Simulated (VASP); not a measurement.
The system is Mg5Re.

```
Mg Re
1.0
     3.60632    0.00000    0.00000
     0.00000    3.60632    0.00000
     0.00000    0.00000    5.10676
Mg Re
5 1
Cartesian
  2.3743 0.0000 2.5534
  1.2320 0.0000 2.5534
  0.0000 2.3743 2.5534
  0.0000 1.2320 2.5534
  1.8032 1.8032 2.5534
  0.0000 0.0000 2.5534
```

The cell was built from a structure type or drawn by symmetry, and may not be a known phase.

```yaml
Program: VASP 6.6.1
Task: relaxation of cell and atoms
Functional: PBE
Potentials_or_basis: VASP PAW PBE potentials, release 64 (Mg, Re)
Cutoff: 600 eV
k_mesh: 6 × 6 × 4
Occupations: gaussian, width 0.1 eV
Spin: no spin polarisation
```

At the start: pressure 368.2 GPa; volume 11.07 Å³/atom.

Task: How do energy, volume and symmetry change on relaxing?

Result: Over 25 steps the energy falls by 24973.1 meV/atom and the volume is 25.00 Å³/atom (+125.9 %); space group P4/mmm (No. 123, to 0.1 Å) before and after.

Step by step:
| step | energy change (eV) | largest force (eV/Å) | pressure (GPa) | volume (Å³) |
| --- | --- | --- | --- | --- |
| 1 | 0.0000 | 19.7468 | 368.20 | 66.42 |
| 2 | -124.7335 | 5.8456 | -4.93 | 535.56 |
| 3 | -124.5981 | 8.5521 | -4.26 | 497.61 |
| 4 | -124.2029 | 10.0348 | -3.83 | 480.51 |
| 5 | -123.7755 | 11.1706 | -3.47 | 468.52 |
| 6 | -136.2683 | 1.3492 | -7.74 | 405.94 |
| 7 | -137.4907 | 0.6508 | -7.99 | 390.59 |
| 8 | -138.8811 | 0.4881 | -7.52 | 361.02 |
| 9 | -140.2015 | 8.5574 | 11.34 | 208.40 |
| 10 | -142.9281 | 3.6216 | -2.74 | 261.33 |
| 11 | -145.5531 | 2.1640 | -0.98 | 217.59 |
| 12 | -146.0448 | 0.2094 | 3.05 | 188.86 |
| 13 | -146.0958 | 0.6110 | 1.74 | 196.25 |
| 14 | -147.4590 | 3.1497 | -4.75 | 184.43 |
| 15 | -147.4514 | 3.0260 | -4.58 | 184.96 |
| 16 | -148.8248 | 2.6169 | -5.20 | 166.94 |
| 17 | -149.0818 | 2.3788 | -4.64 | 160.30 |
| 18 | -148.5470 | 2.0670 | 1.00 | 146.47 |
| 19 | -149.1198 | 2.3240 | -4.30 | 158.39 |
| 20 | -149.1412 | 2.2450 | -3.69 | 155.74 |
| 21 | -149.7047 | 1.1192 | 0.08 | 148.45 |
| 22 | -149.7729 | 0.3864 | 2.69 | 144.62 |
| 23 | -149.7748 | 0.4959 | 2.30 | 145.14 |
| 24 | -149.8360 | 0.0898 | 0.46 | 149.01 |
| 25 | -149.8385 | 0.0075 | 0.01 | 150.01 |

Final structure:
```yaml
crystal:
  lattice:
    - [7.39250, 0.00000, 0.00000]
    - [0.00000, 7.39250, 0.00000]
    - [0.00000, 0.00000, 2.74506]
  atoms:
    - { symbol: Mg, position: [0.32819, 0.00000, 0.50000] }
    - { symbol: Mg, position: [0.67181, 0.00000, 0.50000] }
    - { symbol: Mg, position: [0.00000, 0.32819, 0.50000] }
    - { symbol: Mg, position: [0.00000, 0.67181, 0.50000] }
    - { symbol: Mg, position: [0.50000, 0.50000, 0.50000] }
    - { symbol: Re, position: [0.00000, 0.00000, 0.50000] }
```

Caveat: the volume moved by over 15 % at a fixed basis, so the end points are rough.
